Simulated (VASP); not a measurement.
A run of VASP 6.6.1 is set up as follows.

The input INCAR:

```
PREC = Accurate
ENCUT = 520
EDIFF = 1E-7
ISMEAR = 0
SIGMA = 0.01
LREAL = F
LASPH = T
NELM = 80
ALGO = Normal
ISIF = 2
LWAVE = F
LCHARG = F
GGA = PE
NBANDS = 13
```

The input KPOINTS:

```
Automatic mesh
0
Gamma
  8 8 8
```

The input POSCAR:

```
MgH2
1.0
   -1.9040729838      1.9040729838      4.7309027169
    1.9040729838     -1.9040729838      4.7309027169
    1.9040729838      1.9040729838     -4.7309027169
Mg H
2 4
Direct
    0.7500000000      0.2500000000      0.5000000000
    0.0000000000      0.0000000000      0.0000000000
    0.5399464740      0.0399464740      0.5000000000
    0.7899464740      0.7899464740      0.0000000000
    0.2100535260      0.2100535260      0.0000000000
    0.9600535260      0.4600535260      0.5000000000
```

Potentials or basis: VASP PAW PBE potentials, release 64 (Mg, H).

The run is started by

```sh
$ cat potpaw_PBE.64/Mg/POTCAR potpaw_PBE.64/H/POTCAR > POTCAR
$ mpirun -np 1 vasp_std > vasp.out
```

Q: Predict the pressure.

A: -0.2 GPa.

Q: Estimate the largest force.

A: 0.003 eV/Å.

Q: What does it give for the band gap on the k mesh?

A: 3.51 eV (least direct gap 4.76 eV).

Forces on the atoms (eV/Å):
```
Mg   0.000  0.000  0.000
Mg   0.000  0.000  0.000
H    0.000  0.000 -0.003
H    0.000  0.000 -0.003
H    0.000  0.000  0.003
H    0.000  0.000  0.003
```

A k mesh can miss the band edges.
